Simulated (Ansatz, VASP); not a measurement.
**BeS: VASP beside Ansatz**

```
Be S
1.0
     0.00000    2.63104    2.42828
     2.42828    0.00000    2.42828
     2.42828    2.63104    0.00000
Be S
1 1
Direct
  0.00000 0.00000 0.00000
  0.75000 0.75000 0.75000
```

Alike in both runs: task single point; functional PBEsol; k mesh 10 × 10 × 10; occupations gaussian, width 0.05 eV; no spin polarisation.

```csv
,VASP,Ansatz
version,VASP 6.6.1,Ansatz 0.2.0
potentials or method,"VASP PAW PBE potentials, release 64 (Be, S), cutoff 520 eV","scalar-relativistic, plane waves, PAW"
valence electrons in the cell,8,8
```

```tsv
	VASP	Ansatz	Ansatz less VASP
gap on the k mesh at the Fermi level (eV)	2.78	2.77	-0.003
least direct gap on the mesh (eV)	4.83	4.83	-0.002
pressure (GPa)	-7.4	-7.5	-0.13
traceless stress, the component that is largest in VASP (GPa)	-5.39	-5.41	-0.023
```

VASP's potentials were made for PBE, not for PBEsol.
